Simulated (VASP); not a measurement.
Na, 2 atoms in the cell. It takes space group P6_3/mmc (No. 194, hexagonal). Conventional cell: a = 3.767 Å, b = 3.767 Å, c = 6.154 Å, α = 90.00°, β = 90.00°, γ = 120.00°. Na (site symmetry -6m2) has 12 Na at 3.77 Å within 4.9 Å. This isn't the form of Na at room conditions, which is bcc.

| Property | Result |
| --- | --- |
| Program | VASP 6.6.1 |
| Task | relaxation of cell and atoms |
| Functional | PBEsol |
| Potentials or basis | VASP PAW PBE potentials, release 64 (Na_pv) |
| Cutoff | 600 eV |
| k mesh | 14 × 14 × 8 |
| Occupations | fermi-dirac, width 0.1 eV |
| Spin | no spin polarisation |
| Dipole correction | no |
| Further INCAR settings | ALGO = Normal; EDIFF = 1e-07; IBRION = 2; EDIFFG = -0.002; NSW = 100; ISIF = 3 |

Potentials or basis: VASP PAW PBE potentials, release 64 (Na_pv).

Run with:

```sh
$ cat potpaw_PBE.64/Na_pv/POTCAR > POTCAR
$ mpirun -np 1 vasp_std > vasp.out
```

Hardware: 1 thread of Intel(R) Xeon(R) Platinum 8488C (Sapphire Rapids), with other jobs on the host.

**Question.** How long does it take, and how much memory?

**Answer.** Run time: 5.4 min on 1 thread of Intel(R) Xeon(R) Platinum 8488C (Sapphire Rapids), with other jobs on the host, peak memory 0.26 GiB. Counts: scf iterations 35, k points 120, ion steps 5.
